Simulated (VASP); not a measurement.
A run of VASP 6.6.1 is set up as follows.

Contents of INCAR:

```
SYSTEM = TiN
ALGO = Normal
EDIFF = 1E-6
ENCUT = 600
GGA = RE
GGA_COMPAT = .FALSE.
ISIF = 2
ISMEAR = -1
LASPH = .TRUE.
LCHARG = .FALSE.
LREAL = .FALSE.
LWAVE = .FALSE.
NBANDS = 16
NELM = 120
PREC = Accurate
SIGMA = 0.1
```

The input KPOINTS:

```
k-points
0
G
  5 5 5
  0 0 0
```

Contents of POSCAR:

```
TiN
1.0
    0.0000000000      2.1190000000      2.1190000000
    2.1190000000      0.0000000000      2.1190000000
    2.1190000000      2.1190000000      0.0000000000
Ti N
1 1
Direct
    0.0000000000      0.0000000000      0.0000000000
    0.5000000000      0.5000000000      0.5000000000
```

Potentials or basis: VASP PAW PBE potentials, release 64 (Ti_sv, N).

Run with:

```sh
$ cat potpaw_PBE.64/Ti_sv/POTCAR potpaw_PBE.64/N/POTCAR > POTCAR
$ mpirun -np 1 vasp_std > vasp.out
```

**Question.** What does it give for the pressure?

**Answer.** 6.2 GPa.

Caveat: the k points lie up to 0.51 Å⁻¹ apart; the PAW data sets were made with another functional, which shifts forces and pressure a little.
